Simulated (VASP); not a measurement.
# S (Pm-3m) in VASP: a series of runs

S is run at these levels: PBE; tasks: relaxation of cell and atoms.

Program: VASP 6.6.1. These are calculated values, not measurements. Logs are shortened: lines on timing, memory, paths and dates and some standing lists are left out, and cuts for length are marked.

## Step 1: The cell of the first run

Symmetry: Pm-3m, No. 221, cubic system. The conventional cell has a = 2.730 Å, b = 2.730 Å, c = 2.730 Å, α = 90.00°, β = 90.00°, γ = 90.00°. Within 3.6 Å of S (site symmetry m-3m) lie 6 S at 2.73 Å.

## Step 2: Relaxation of cell and atoms, PBE, target pressure 10 GPa, at which the enthalpy is minimised

INCAR reads:

```
  PREC = Accurate
  ENCUT = 600
  EDIFF = 1E-7
  ISMEAR = 1
  SIGMA = 0.05
  LREAL = False
  LASPH = True
  NELM = 100
  ALGO = Normal
  ISIF = 3
  LWAVE = False
  LCHARG = False
  GGA = PE
  IBRION = 2
  NSW = 60
  EDIFFG = -0.03
  PSTRESS = 100.0
```

KPOINTS reads:

```
regular mesh
0
Gamma
  17 17 17
```

POSCAR reads:

```
S
1.0
    2.7300000000      0.0000000000      0.0000000000
    0.0000000000      2.7300000000      0.0000000000
    0.0000000000      0.0000000000      2.7300000000
S
1
Direct
    0.0000000000      0.0000000000      0.0000000000
```

Potentials or basis: VASP PAW PBE potentials, release 64 (S).

The run is started by

```sh
$ cat potpaw_PBE.64/S/POTCAR > POTCAR
$ mpirun -np 1 vasp_std > vasp.out
```

OUTCAR:

```text
PREC = Accurate
   ENCUT = 600
   EDIFF = 1E-7
   ISMEAR = 1
   LREAL = False
   LASPH = True
   NELM = 100
   ISIF = 3
   GGA = PE
   IBRION = 2
   NSW = 60
   EDIFFG = -0.03
   PSTRESS = 100.0

 ion  position               nearest neighbor table
   1  0.000  0.000  0.000-

  LATTYP: Found a simple cubic cell.
 ALAT       =     2.7300000000

  Lattice vectors:

 A1 = (   2.7300000000,   0.0000000000,   0.0000000000)
 A2 = (   0.0000000000,   2.7300000000,   0.0000000000)
 A3 = (   0.0000000000,   0.0000000000,   2.7300000000)

Analysis of symmetry for initial positions (statically):
=====================================================================
 Subroutine PRICEL returns:
 Original cell was already a primitive cell.

 Routine SETGRP: Setting up the symmetry group for a
 simple cubic supercell.

 Subroutine GETGRP returns: Found 48 space group operations
 (whereof 48 operations were pure point group operations)
 out of a pool of 48 trial point group operations.

The static configuration has the point symmetry O_h .

Analysis of symmetry for dynamics (positions and initial velocities):
=====================================================================
 Subroutine PRICEL returns:
 Original cell was already a primitive cell.

 Routine SETGRP: Setting up the symmetry group for a
 simple cubic supercell.

 Subroutine GETGRP returns: Found 48 space group operations
 (whereof 48 operations were pure point group operations)
 out of a pool of 48 trial point group operations.

The dynamic configuration has the point symmetry O_h .

 Subroutine INISYM returns: Found 48 space group operations
 (whereof 48 operations are pure point group operations),
 and found     1 'primitive' translations

----------------------------------------------------------------------------------------

                                     Primitive cell

  volume of cell :      20.3464

  direct lattice vectors                    reciprocal lattice vectors
     2.730000000  0.000000000  0.000000000     0.366300366  0.000000000  0.000000000
     0.000000000  2.730000000  0.000000000     0.000000000  0.366300366  0.000000000
     0.000000000  0.000000000  2.730000000     0.000000000  0.000000000  0.366300366

  length of vectors
     2.730000000  2.730000000  2.730000000     0.366300366  0.366300366  0.366300366

  position of ions in fractional coordinates (direct lattice)
     0.000000000  0.000000000  0.000000000
[... 24 lines left out ...]
     0.000000000  0.000000000  0.000000000

 Subroutine IBZKPT returns following result:
 ===========================================

 Found    165 irreducible k-points:

 Following reciprocal coordinates:
            Coordinates               Weight
  0.000000  0.000000  0.000000      1.000000
  0.058824  0.000000  0.000000      6.000000
  0.117647  0.000000  0.000000      6.000000
  0.176471  0.000000  0.000000      6.000000
  0.235294  0.000000  0.000000      6.000000
  0.294118  0.000000  0.000000      6.000000
[... 16 lines left out ...]
  0.411765  0.117647  0.000000     24.000000
  0.470588  0.117647  0.000000     24.000000
 [... further k-points ...]
   k-points           NKPTS =    165   k-points in BZ     NKDIM =    165   number of bands    NBANDS=      7
   number of dos      NEDOS =    301   number of ions     NIONS =      1
   total plane-waves  NPLWV =  13824
   dimension x,y,z NGX =    24 NGY =   24 NGZ =   24
   dimension x,y,z NGXF=    48 NGYF=   48 NGZF=   48
   ions per type =               1
   NGX,Y,Z   is equivalent  to a cutoff of  14.62, 14.62, 14.62 a.u.
   NGXF,Y,Z  is equivalent  to a cutoff of  29.23, 29.23, 29.23 a.u.
 SYSTEM =  unknown system
   PREC   = accura    normal or accurate (medium, high low for compatibility)
   ISTART =      0    job   : 0-new  1-cont  2-samecut
   ICHARG =      2    charge: 1-file 2-atom 10-const
   ISPIN  =      1    spin polarized calculation?
   LNONCOLLINEAR =      F non collinear calculations
   LSORBIT =      F    spin-orbit coupling
   LASPH  =      T    aspherical Exc in radial PAW
   ENCUT  =  600.0 eV  44.10 Ry    6.64 a.u.   5.45  5.45  5.45*2*pi/ulx,y,z
   NELM   =    100;   NELMIN=  2; NELMDL= -5     # of ELM steps
   EDIFF  = 0.1E-06   stopping-criterion for ELM
   LREAL  =      F    real-space projection
   EDIFFG = -.3E-01   stopping-criterion for IOM
   NSW    =     60    number of steps for IOM
   IBRION =      2    ionic relax: 0-MD 1-quasi-New 2-CG
   NFREE  =      1    steps in history (QN), initial steepest desc. (CG)
   ISIF   =      3    stress and relaxation
   ISYM   =      2    0-nonsym 1-usesym 2-fastsym
   POTIM  = 0.5000    time-step for ionic-motion
   TEBEG  =    0.0;   TEEND  =   0.0 temperature during run
   PSTRESS=  100.0 pullay stress
   NELECT =       6.0000    total number of electrons
   NUPDOWN=      -1.0000    fix difference up-down
   EMIN   =  10.00;   EMAX   =-10.00  energy-range for DOS
   EFERMI =   0.00;   METHOD = LEGACY
   ISMEAR =     1;   SIGMA  =   0.05  broadening in eV -4-tet -1-fermi 0-gaus
   EFERMI_NEDOS =   21; number of points for ismear=-14 and -15
   IALGO  =     38    algorithm
   IMIX   =      4    mixing-type and parameters
     AMIX     =   0.40;   BMIX     =  1.00
     AMIX_MAG =   1.60;   BMIX_MAG =  1.00
  volume/ion in A,a.u.               =      20.35       137.30
  Fermi-wavevector in a.u.,A,eV,Ry     =   1.089672  2.059182 16.155365  1.187386
  Thomas-Fermi vector in A             =   2.225881
   LORBIT       =      0    0 simple, 1 ext, 2 COOP (PROOUT), +10 PAW based schemes
   GGA     = PE    functional components
   LHFCALC =     F    Hartree Fock is set to
   AEXX    =    0.0000 exact exchange contribution
   IVDW    =     0    specifies the selected vdW correction
   LEPSILON=     F    determine dielectric tensor
   LRPA    =     F    only Hartree local field effects (RPA)
 conjugate gradient relaxation of ions
 non-spin polarized calculation
 Methfessel and Paxton  Order N= 1 SIGMA  =   0.05
  energy-cutoff  :      600.00
  volume of cell :       20.35
 maximum number of plane-waves:       705
 NGX is ok and might be reduce to    24
   NGX = 11   NGY = 11   NGZ = 11

--------------------------------------- Ionic step        1  -------------------------------------------

 number of electron       5.9999999 magnetization

 Free energy of the ion-electron system (eV)
  ---------------------------------------------------
  ext. energy  EPLUGINS =         0.00000000
  ---------------------------------------------------
  free energy    TOTEN  =        -3.39023720 eV

  energy without entropy =       -3.39037188  energy(sigma->0) =       -3.39028209

 E-fermi :   4.5977     XC(G=0):  -9.7847

 val. band max:        4.5960052028   @ k =   0.4706   0.4118   0.2353
 cond. band min:       4.6271656613   @ k =   0.3529   0.1765   0.1765
 fundamental gap:      0.0311604584
 Fermi energy:         4.5977286258
[... 562 lines left out ...]
--------------------------------------- Ionic step        3  -------------------------------------------

 number of electron       6.0000000 magnetization

 Free energy of the ion-electron system (eV)
  ---------------------------------------------------
  ext. energy  EPLUGINS =         0.00000000
  ---------------------------------------------------
  free energy    TOTEN  =        -3.45851999 eV

  energy without entropy =       -3.45856535  energy(sigma->0) =       -3.45853511

 E-fermi :   8.3708     XC(G=0): -11.0228

 val. band max:        8.3646899196   @ k =   0.4706   0.1765   0.0588
 cond. band min:       8.4538898180   @ k =   0.4706   0.1765   0.1176
 fundamental gap:      0.0891998984
 Fermi energy:         8.3707728020
[... 272 lines left out ...]
  energy  without entropy=       -3.4585653458  energy(sigma->0) =       -3.45853511

  enthalpy is  TOTEN    =        -2.4857402855 eV   P V=        0.9727797032

 reached required accuracy - stopping structural energy minimisation
```

It took 26 s on 1 thread of Intel Xeon Platinum 8375C at 2.90GHz (Ice Lake), shared host; peak memory 0.15 GiB.

Results:

```
Free energy                                            : -3.4585 eV
Relaxed volume                                         : 15.59 Å³/atom
Relaxed cell                                           : a = 2.498 Å, b = 2.498 Å, c = 2.498 Å, α = 90.00°, β = 90.00°, γ = 90.00°
Space group after relaxing (to 0.05 Å)                 : Pm-3m (No. 221)
Energy change on relaxing (the enthalpy is what falls) : -68.3 meV/atom
Ionic steps                                            : 3
Pressure after relaxing                                : 9.8 GPa
Band gap on the k mesh                                 : zero (band 3 reaches 11.90 eV, above the bottom of band 4 at 4.38 eV)
```

Step by step:
```
step  energy change (eV)  largest force (eV/Å)  pressure (GPa)  volume (Å³)
   1              0.0000                0.0000           -9.86        20.35
   2              0.1383                0.0000           28.23        13.79
   3             -0.0683                0.0000            9.77        15.59
```

Final structure:
```yaml
crystal:
  lattice:
    - [2.49790, 0.00000, 0.00000]
    - [0.00000, 2.49790, 0.00000]
    - [0.00000, 0.00000, 2.49790]
  atoms:
    - { symbol: S, position: [0.00000, 0.00000, 0.00000] }
```

Levels at points of the mesh, in eV from the Fermi level:
| k point | band 1 | band 2 | band 3 | band 4 | band 5 | band 6 |
| --- | --- | --- | --- | --- | --- | --- |
| (0.00, 0.00, 0.00) | -17.94 | 1.76 | 1.76 | 1.76 | 7.09 | 7.09 |

Caveat: the cell is relaxed towards a set pressure, so the enthalpy falls and the energy may rise; the volume moved by over 15 % at a fixed basis, so the end points are rough.

## Step 3: Relaxation of cell and atoms, PBE, target pressure 20 GPa, at which the enthalpy is minimised

INCAR reads:

```
SYSTEM = S
PREC = Accurate
ENCUT = 600
EDIFF = 1E-6
ISMEAR = 1
SIGMA = 0.05
LREAL = .FALSE.
LASPH = .TRUE.
NELM = 60
ALGO = Normal
ISIF = 3
LWAVE = .FALSE.
LCHARG = .FALSE.
GGA = PE
IBRION = 2
NSW = 60
EDIFFG = -0.03
PSTRESS = 200.0
```

KPOINTS reads:

```
regular mesh
0
G
  17 17 17
  0 0 0
```

POSCAR is that of step 2.

Potentials or basis: VASP PAW PBE potentials, release 64 (S).

The run is started by

```sh
$ cat potpaw_PBE.64/S/POTCAR > POTCAR
$ mpirun -np 1 vasp_std > vasp.out
```

Wall time 27 s (1 thread of Intel Xeon Platinum 8375C at 2.90GHz (Ice Lake), shared host); peak memory 0.15 GiB.

The run converged. Its results:

```
Free energy                                            : -3.3610 eV
Relaxed volume                                         : 14.51 Å³/atom
Relaxed cell                                           : a = 2.439 Å, b = 2.439 Å, c = 2.439 Å, α = 90.00°, β = 90.00°, γ = 90.00°
Space group after relaxing (to 0.05 Å)                 : Pm-3m (No. 221)
Energy change on relaxing (the enthalpy is what falls) : +29.3 meV/atom
Ionic steps                                            : 4
Pressure after relaxing                                : 20.0 GPa
Band gap on the k mesh                                 : zero (band 3 reaches 13.44 eV, above the bottom of band 4 at 5.28 eV)
```

The path:
```tsv
step	energy change (eV)	largest force (eV/Å)	pressure (GPa)	volume (Å³)
1	0.0000	0.0000	-9.86	20.35
2	0.9803	0.0000	74.24	11.10
3	0.0070	0.0000	17.94	14.70
4	0.0293	0.0000	19.97	14.51
```

Final structure:
```
S
1.0
     2.43933    0.00000    0.00000
     0.00000    2.43933    0.00000
     0.00000    0.00000    2.43933
S
1
Direct
  0.00000 0.00000 0.00000
```

Levels at points of the mesh, in eV from the Fermi level:
```
           k point  band 1  band 2  band 3  band 4  band 5  band 6  band 7
(0.00, 0.00, 0.00)  -18.80    1.89    1.89    1.89    6.77    6.77   11.77
```

Caveat: the cell is relaxed towards a set pressure, so the enthalpy falls and the energy may rise; the volume moved by over 15 % at a fixed basis, so the end points are rough.

## Step 4: Relaxation of cell and atoms, PBE, target pressure 30 GPa, at which the enthalpy is minimised

INCAR reads:

```
SYSTEM = S
ALGO = Normal
EDIFF = 1E-7
EDIFFG = -0.03
ENCUT = 600
GGA = PE
IBRION = 2
ISIF = 3
ISMEAR = 1
LASPH = .True.
LCHARG = .False.
LREAL = .False.
LWAVE = .False.
NELM = 80
NSW = 60
PREC = Accurate
PSTRESS = 300.0
SIGMA = 0.05
```

KPOINTS reads:

```
k-points
0
Gamma
  17 17 17
  0 0 0
```

POSCAR is that of step 3.

The run is started by

```sh
$ cat potpaw_PBE.64/S/POTCAR > POTCAR
$ mpirun -np 1 vasp_std > vasp.out
```

Run time: 33 s. Hardware: 1 thread of Intel Xeon Platinum 8375C at 2.90GHz (Ice Lake), shared host; peak memory 0.15 GiB.

It converged, with:

```yaml
Free_energy: -3.2321 eV
Relaxed_volume: 13.68 Å³/atom
Relaxed_cell: a = 2.391 Å, b = 2.391 Å, c = 2.391 Å, α = 90.00°, β = 90.00°, γ = 90.00°
Space_group_after_relaxing_to_0.05_Å: Pm-3m (No. 221)
Energy_change_on_relaxing_the_enthalpy_is_what_falls: +158.1 meV/atom
Ionic_steps: 4
Pressure_after_relaxing: 29.7 GPa
Band_gap_on_the_k_mesh: zero (band 3 reaches 14.80 eV, above the bottom of band 4 at 6.12 eV)
```

The path:
| step | energy change (eV) | largest force (eV/Å) | pressure (GPa) | volume (Å³) |
| --- | --- | --- | --- | --- |
| 1 | 0.0000 | 0.0000 | -9.86 | 20.35 |
| 2 | 2.5173 | 0.0000 | 148.31 | 8.78 |
| 3 | 0.0816 | 0.0000 | 24.09 | 14.13 |
| 4 | 0.1581 | 0.0000 | 29.69 | 13.68 |

Final structure:
```yaml
crystal:
  lattice:
    - [2.39144, 0.00000, 0.00000]
    - [0.00000, 2.39144, 0.00000]
    - [0.00000, 0.00000, 2.39144]
  atoms:
    - { symbol: S, position: [0.00000, 0.00000, 0.00000] }
```

Levels at points of the mesh, in eV from the Fermi level:
```
           k point  band 1  band 2  band 3  band 4  band 5  band 6
(0.00, 0.00, 0.00)  -19.61    1.97    1.97    1.97    6.44    6.44
```

Caveat: the cell is relaxed towards a set pressure, so the enthalpy falls and the energy may rise; the volume moved by over 15 % at a fixed basis, so the end points are rough.

## Step 5: Overview

| cell | gap on the mesh (eV) | pressure (GPa) |
| --- | --- | --- |
| relaxed to 10 GPa | none | 9.8 |
| relaxed to 20 GPa | none | 20.0 |
| relaxed to 30 GPa | none | 29.7 |

Alike in all rows: task relaxation of cell and atoms; level PBE; potentials or basis VASP PAW PBE potentials, release 64 (S); no spin polarisation; k mesh 17 × 17 × 17; cutoff (eV) 600; smearing methfessel-paxton 0.05 eV.

Caveats: the cell is relaxed towards a set pressure, so the enthalpy falls and the energy may rise; the volume moved by over 15 % at a fixed basis, so the end points are rough.

Absolute energies hang on the potentials; compare differences alone.
